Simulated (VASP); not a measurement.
# Si3N4 (I-43d) in VASP: electric field gradients with r2SCAN

Aim: the electric field gradients of Si3N4 with r2SCAN.

Everything below comes from runs of VASP 6.6.1. Logs are shortened: lines on timing, memory, paths and dates and some standing lists are left out, and cuts for length are marked.

### Step 1. The cell of the first run

It takes space group I-43d (No. 220, cubic). Conventional cell: a = 6.475 Å, b = 6.475 Å, c = 6.475 Å, α = 90.00°, β = 90.00°, γ = 90.00°. Within 2.3 Å of Si (site symmetry -4) lie 4 N at 1.75 Å. Within 2.3 Å of N (site symmetry 3) lie 3 Si at 1.75 Å.

### Step 2. Electric field gradients, r2SCAN

File POSCAR:

```
Si3N4
1.0
   -3.2373500000      3.2373500000      3.2373500000
    3.2373500000     -3.2373500000      3.2373500000
    3.2373500000      3.2373500000     -3.2373500000
Si N
6 8
Direct
    0.2500000000      0.1250000000      0.8750000000
    0.8750000000      0.2500000000      0.1250000000
    0.7500000000      0.3750000000      0.6250000000
    0.6250000000      0.7500000000      0.3750000000
    0.1250000000      0.8750000000      0.2500000000
    0.3750000000      0.6250000000      0.7500000000
    0.5628000000      0.5628000000      0.5628000000
    0.4372000000      0.5000000000      0.0000000000
    0.5000000000      0.0000000000      0.9372000000
    0.0000000000      0.4372000000      0.5000000000
    0.9372000000      0.5000000000      0.0000000000
    0.0628000000      0.0628000000      0.0628000000
    0.0000000000      0.9372000000      0.5000000000
    0.5000000000      0.0000000000      0.4372000000
```

File INCAR.step1:

```
ALGO = Normal
EDIFF = 1E-4
ENCUT = 520
GGA = PE
ISMEAR = -1
LASPH = T
LCHARG = F
LREAL = F
LWAVE = T
NBANDS = 45
NELM = 60
PREC = Accurate
SIGMA = 0.02
```

File INCAR.step2:

```
ALGO = Normal
EDIFF = 1E-8
ENCUT = 520
ISIF = 2
ISMEAR = -1
ISTART = 1
LASPH = T
LCHARG = F
LEFG = T
LMIXTAU = T
LREAL = F
LWAVE = F
METAGGA = R2SCAN
NBANDS = 45
NELM = 60
PREC = Accurate
SIGMA = 0.02
```

File KPOINTS:

```
k-points
0
Gamma
  6 6 6
```

Potentials or basis: VASP PAW PBE potentials, release 64 (Si, N).

The run is started by

```
$ cat potpaw_PBE.64/Si/POTCAR potpaw_PBE.64/N/POTCAR > POTCAR
$ cp INCAR.step1 INCAR
$ mpirun -np 1 vasp_std > vasp.out
$ cp INCAR.step2 INCAR
$ mpirun -np 1 vasp_std > vasp.out
```

OUTCAR:

```text
EDIFF = 1E-8
   ENCUT = 520
   ISIF = 2
   ISMEAR = -1
   ISTART = 1
   LASPH = T
   LREAL = F
   METAGGA = R2SCAN
   NELM = 60
   PREC = Accurate

 ion  position               nearest neighbor table
   1  0.250  0.125  0.875-  12 1.75   9 1.75   8 1.75  13 1.75   4 3.03   6 3.03   2 3.03   5 3.03
                             6 3.03   4 3.03   2 3.03   5 3.03
   2  0.875  0.250  0.125-  10 1.75  11 1.75  12 1.75   9 1.75   5 3.03   6 3.03   1 3.03   6 3.03
                             3 3.03   1 3.03   3 3.03   5 3.03
   3  0.750  0.375  0.625-   7 1.75  10 1.75  11 1.75  14 1.75   6 3.03   5 3.03   4 3.03   5 3.03
                             2 3.03   2 3.03   4 3.03   6 3.03
   4  0.625  0.750  0.375-   7 1.75   8 1.75  13 1.75  14 1.75   3 3.03   5 3.03   1 3.03   6 3.03
                             1 3.03   5 3.03   6 3.03   3 3.03
   5  0.125  0.875  0.250-  11 1.75  12 1.75  13 1.75  14 1.75   1 3.03   4 3.03   3 3.03   2 3.03
                             3 3.03   4 3.03   1 3.03   2 3.03
   6  0.375  0.625  0.750-  10 1.75   8 1.75   9 1.75   7 1.75   4 3.03   1 3.03   2 3.03   1 3.03
                             3 3.03   2 3.03   4 3.03   3 3.03
   7  0.563  0.563  0.563-   4 1.75   3 1.75   6 1.75
   8  0.437  0.500  0.000-   1 1.75   4 1.75   6 1.75
   9  0.500  0.000  0.937-   1 1.75   6 1.75   2 1.75
  10  0.000  0.437  0.500-   6 1.75   3 1.75   2 1.75
  11  0.937  0.500  0.000-   5 1.75   3 1.75   2 1.75
  12  0.063  0.063  0.063-   1 1.75   2 1.75   5 1.75
  13  0.000  0.937  0.500-   1 1.75   4 1.75   5 1.75
  14  0.500  0.000  0.437-   4 1.75   5 1.75   3 1.75

  LATTYP: Found a body centered cubic cell.
 ALAT       =     6.4747000000

  Lattice vectors:

 A1 = (  -3.2373500000,   3.2373500000,   3.2373500000)
 A2 = (   3.2373500000,  -3.2373500000,   3.2373500000)
 A3 = (   3.2373500000,   3.2373500000,  -3.2373500000)

Analysis of symmetry for initial positions (statically):
=====================================================================
 Subroutine PRICEL returns:
 Original cell was already a primitive cell.

 Routine SETGRP: Setting up the symmetry group for a
 body centered cubic supercell.

 Subroutine GETGRP returns: Found 24 space group operations
 (whereof  3 operations were pure point group operations)
 out of a pool of 48 trial point group operations.

The static configuration has the point symmetry C_3 .
 The point group associated with its full space group is T_d .

Analysis of symmetry for dynamics (positions and initial velocities):
=====================================================================
 Subroutine PRICEL returns:
 Original cell was already a primitive cell.

 Routine SETGRP: Setting up the symmetry group for a
 body centered cubic supercell.

 Subroutine GETGRP returns: Found 24 space group operations
 (whereof  3 operations were pure point group operations)
 out of a pool of 48 trial point group operations.

The dynamic configuration has the point symmetry C_3 .
 The point group associated with its full space group is T_d .

 Subroutine INISYM returns: Found 24 space group operations
 (whereof  3 operations are pure point group operations),
 and found     1 'primitive' translations

----------------------------------------------------------------------------------------

                                     Primitive cell

  volume of cell :     135.7153

  direct lattice vectors                    reciprocal lattice vectors
    -3.237350000  3.237350000  3.237350000     0.000000000  0.154447310  0.154447310
     3.237350000 -3.237350000  3.237350000     0.154447310  0.000000000  0.154447310
     3.237350000  3.237350000 -3.237350000     0.154447310  0.154447310  0.000000000

  length of vectors
     5.607254682  5.607254682  5.607254682     0.218421481  0.218421481  0.218421481

  position of ions in fractional coordinates (direct lattice)
     0.250000000  0.125000000  0.875000000
     0.875000000  0.250000000  0.125000000
     0.750000000  0.375000000  0.625000000
     0.625000000  0.750000000  0.375000000
[... 127 lines left out ...]

 number of electron      64.0000001 magnetization

 Free energy of the ion-electron system (eV)
  ---------------------------------------------------
  ext. energy  EPLUGINS =         0.00000000
  ---------------------------------------------------
  free energy    TOTEN  =      -142.74580119 eV

  energy without entropy =     -142.74580119  energy(sigma->0) =     -142.74580119

 E-fermi :   7.9380     XC(G=0): -11.9342

 val. band max:        7.4675315242   @ k =   0.3333   0.3333   0.0000
 cond. band min:      12.1553089595   @ k =  -0.1667   0.1667   0.1667
 fundamental gap:      4.6877774353
 Fermi energy:         7.9379618212

 k-point     1 :       0.0000    0.0000    0.0000
  band No.  band energies     occupation
      1     -11.5808      2.00000
      2      -8.7005      2.00000
      3      -8.7005      2.00000
      4      -8.7005      2.00000
      5      -8.2080      2.00000
      6      -8.2080      2.00000
[... 741 lines left out ...]
     43      16.8460      0.00000
     44      16.8460      0.00000
 [bands above 44 left out]

------------------------ aborting loop because EDIFF is reached ----------------------------------------

  FORCE on cell =-STRESS in cart. coord.  units (eV):
  Direction    XX          YY          ZZ          XY          YZ          ZX
  --------------------------------------------------------------------------------------
  -------------------------------------------------------------------------------------
  Total       -3.5691442     -3.5691442     -3.5691442      0.0000000      0.0000000      0.0000000
  in kB      -42.1352636    -42.1352636    -42.1352636      0.0000000      0.0000000      0.0000000
  external PRESSURE =     -42.1352636 kB  Pullay stress =       0.0000000 kB

 VOLUME and BASIS-vectors are now :
 -----------------------------------------------------------------------------
  energy-cutoff  :      520.00
  volume of cell :      135.72
      direct lattice vectors                 reciprocal lattice vectors
    -3.237350000  3.237350000  3.237350000     0.000000000  0.154447310  0.154447310
     3.237350000 -3.237350000  3.237350000     0.154447310  0.000000000  0.154447310
     3.237350000  3.237350000 -3.237350000     0.154447310  0.154447310  0.000000000

 POSITION                                       TOTAL-FORCE (eV/Angst)
 -----------------------------------------------------------------------------------
      2.42801      3.23735     -1.61868         0.000000      0.000000      0.000000
     -1.61868      2.42801      3.23735         0.000000      0.000000      0.000000
      0.80934      3.23735      1.61868         0.000000      0.000000      0.000000
      1.61868      0.80934      3.23735        -0.000000      0.000000      0.000000
      3.23735     -1.61868      2.42801        -0.000000      0.000000      0.000000
      3.23735      1.61868      0.80934         0.000000      0.000000      0.000000
      1.82198      1.82198      1.82198         0.016625      0.016625      0.016625
      0.20331     -0.20331      3.03404         0.016625     -0.016625     -0.016625
      1.41537      4.65272     -1.41537        -0.016625     -0.016625      0.016625
      3.03404      0.20331     -0.20331        -0.016625      0.016625     -0.016625
     -1.41537      1.41537      4.65272         0.016625     -0.016625     -0.016625
      0.20331      0.20331      0.20331         0.016625      0.016625      0.016625
      4.65272     -1.41537      1.41537        -0.016625      0.016625     -0.016625
     -0.20331      3.03404      0.20331        -0.016625     -0.016625      0.016625
 -----------------------------------------------------------------------------------
    total drift:                               -0.000001     -0.000001     -0.000001

  FREE ENERGIE OF THE ION-ELECTRON SYSTEM (eV)
  ---------------------------------------------------
  free  energy   TOTEN  =      -142.7458011886 eV

  energy  without entropy=     -142.7458011886  energy(sigma->0) =     -142.74580119

 Electric field gradients (V/A^2)
---------------------------------------------------------------------
 ion       V_xx      V_yy      V_zz      V_xy      V_xz      V_yz
---------------------------------------------------------------------
   1      -0.779     0.389     0.389     0.000     0.000     0.000
   2       0.389    -0.779     0.389     0.000     0.000     0.000
   3      -0.779     0.389     0.389     0.000     0.000     0.000
   4       0.389    -0.779     0.389     0.000     0.000     0.000
   5       0.389     0.389    -0.779     0.000     0.000     0.000
   6       0.389     0.389    -0.779     0.000     0.000     0.000
   7       0.000    -0.000    -0.000   -28.260   -28.260   -28.260
   8      -0.000     0.000     0.000    28.258    28.258   -28.260
   9       0.000     0.000    -0.000   -28.260    28.258    28.258
  10       0.000    -0.000     0.000    28.258   -28.260    28.258
  11      -0.000     0.000     0.000    28.258    28.258   -28.260
  12      -0.000    -0.000     0.000   -28.260   -28.260   -28.260
  13       0.000    -0.000     0.000    28.258   -28.260    28.258
  14       0.000     0.000    -0.000   -28.260    28.258    28.258
---------------------------------------------------------------------

 Electric field gradients after diagonalization (V/A^2)
 (convention: |V_zz| > |V_xx| > |V_yy|)
----------------------------------------------------------------------
 ion       V_xx      V_yy      V_zz     asymmetry (V_yy - V_xx)/ V_zz
----------------------------------------------------------------------
   1       0.390     0.389    -0.779       0.000
   2       0.390     0.389    -0.779       0.000
   3       0.390     0.389    -0.779       0.000
   4       0.390     0.389    -0.779       0.000
   5       0.390     0.389    -0.779       0.000
   6       0.390     0.389    -0.779       0.000
   7      28.260    28.260   -56.519       0.000
   8      28.261    28.256   -56.517       0.000
   9      28.261    28.256   -56.517       0.000
  10      28.261    28.256   -56.517       0.000
  11      28.261    28.256   -56.517       0.000
  12      28.260    28.260   -56.519       0.000
  13      28.261    28.256   -56.517       0.000
  14      28.261    28.256   -56.517       0.000
----------------------------------------------------------------------

           NMR quadrupolar parameters

 Cq : quadrupolar parameter    Cq=e*Q*V_zz/h
 eta: asymmetry parameters     (V_yy - V_xx)/ V_zz
 Q  : nuclear electric quadrupole moment in mb (millibarn)
----------------------------------------------------------------------
 ion       Cq(MHz)       eta       Q (mb)
----------------------------------------------------------------------
   1      -0.002       0.000       1.000
   2      -0.002       0.000       1.000
   3      -0.002       0.000       1.000
   4      -0.002       0.000       1.000
   5      -0.002       0.000       1.000
   6      -0.002       0.000       1.000
   7      -0.137       0.000       1.000
   8      -0.137       0.000       1.000
   9      -0.137       0.000       1.000
  10      -0.137       0.000       1.000
  11      -0.137       0.000       1.000
  12      -0.137       0.000       1.000
  13      -0.137       0.000       1.000
  14      -0.137       0.000       1.000
----------------------------------------------------------------------
```

Wall time 6.1 min (1 thread of Intel Xeon Platinum 8488C (Sapphire Rapids), shared host); peak memory 0.31 GiB.

What came out:

* Free energy: -142.7458 eV
* Pressure: -4.2 GPa
* Largest force: 0.029 eV/Å
* Band gap on the k mesh: 4.69 eV (least direct gap 4.87 eV)
* Largest electric field gradient by atom: Si -0.8; N -56.5 V/Å²

Forces in eV/Å, atoms in the order of the input:
```
Si   0.000  0.000  0.000
Si   0.000  0.000  0.000
Si   0.000  0.000  0.000
Si   0.000  0.000  0.000
Si   0.000  0.000  0.000
Si   0.000  0.000  0.000
N    0.017  0.017  0.017
N    0.017 -0.017 -0.017
N   -0.017 -0.017  0.017
N   -0.017  0.017 -0.017
N    0.017 -0.017 -0.017
N    0.017  0.017  0.017
N   -0.017  0.017 -0.017
N   -0.017 -0.017  0.017
```

Electric field gradients, principal values (V/Å²):
```
atom   least  middle  greatest (by size)
1 Si   0.389   0.390              -0.779
2 Si   0.389   0.390              -0.779
3 Si   0.389   0.390              -0.779
4 Si   0.389   0.390              -0.779
5 Si   0.389   0.390              -0.779
6 Si   0.389   0.390              -0.779
 7 N  28.260  28.260             -56.519
 8 N  28.256  28.261             -56.517
 9 N  28.256  28.261             -56.517
10 N  28.256  28.261             -56.517
11 N  28.256  28.261             -56.517
12 N  28.260  28.260             -56.519
13 N  28.256  28.261             -56.517
14 N  28.256  28.261             -56.517
```

Caveat: the cell stands under tension; without QUAD_EFG the Cq values of the log hold for a quadrupole moment of 1 mb, not for the nuclei; the PAW data sets were made with another functional, which shifts forces and pressure a little.
